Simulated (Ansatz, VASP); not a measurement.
## One calculation of BaS, two programs

```
CELL_PARAMETERS angstrom
0.00000 3.13491 3.13491
3.13491 0.00000 3.13491
3.13491 3.13491 0.00000
ATOMIC_POSITIONS crystal
Ba 0.00000 0.00000 0.00000
S 0.50000 0.50000 0.50000
```

Alike in both runs: functional LDA; k mesh 11 × 11 × 11; occupations fermi-dirac, width 0.1 eV; no spin polarisation.

Ansatz relaxed the structure, and its values are those at the end. VASP's run is a single point on that final structure, the one shown.

|  | VASP | Ansatz |
| --- | --- | --- |
| version | VASP 6.6.1 | Ansatz 0.2.0 |
| potentials or method | VASP PAW LDA potentials, release 64 (Ba_sv, S) | PAW with Ansatz's default frozen-core files, scalar-relativistic |
| plane-wave cutoff (eV) | 520 | 420 |
| valence electrons in the cell | 16 | 16 |

|  | VASP | Ansatz | Ansatz less VASP |
| --- | --- | --- | --- |
| pressure (GPa) | 0.8 | 0.0 | -0.78 |

LDA's correlation is that of Perdew and Zunger in VASP and of Perdew and Wang (1992) in Ansatz.

Neither program's run includes spin-orbit coupling.
